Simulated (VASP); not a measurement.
A run of VASP 6.6.1:

INCAR

```
PREC = Accurate ; ENCUT = 520
EDIFF = 1E-7 ; ISMEAR = 0
SIGMA = 0.15 ; LREAL = F
LASPH = T ; NELM = 100
ALGO = Fast ; ISIF = 2
LWAVE = F ; LCHARG = F
GGA = PS ; NBANDS = 16
```

KPOINTS

```
regular mesh
0
Gamma
  18 18 12
```

File POSCAR:

```
Ir
1.0
    2.6413227788      0.0000000000      0.0000000000
   -1.3206613894      2.2874526260      0.0000000000
    0.0000000000      0.0000000000      4.4622900000
Ir
2
Direct
    0.6666666667      0.3333333333      0.7500000000
    0.3333333333      0.6666666667      0.2500000000
```

Potentials or basis: VASP PAW PBE potentials, release 64 (Ir).

Command:

```bash
$ cat potpaw_PBE.64/Ir/POTCAR > POTCAR
$ mpirun -np 1 vasp_std > vasp.out
```

Hardware: 1 thread of Intel(R) Xeon(R) Platinum 8259CL CPU @ 2.50GHz (Skylake/Cascade Lake) (shared host).

Question: Estimate the wall time of this run.

Answer: Wall time 3.2 min on 1 thread of Intel(R) Xeon(R) Platinum 8259CL CPU @ 2.50GHz (Skylake/Cascade Lake) (shared host), peak memory 0.22 GiB. Counts: scf iterations 19, k points 259.
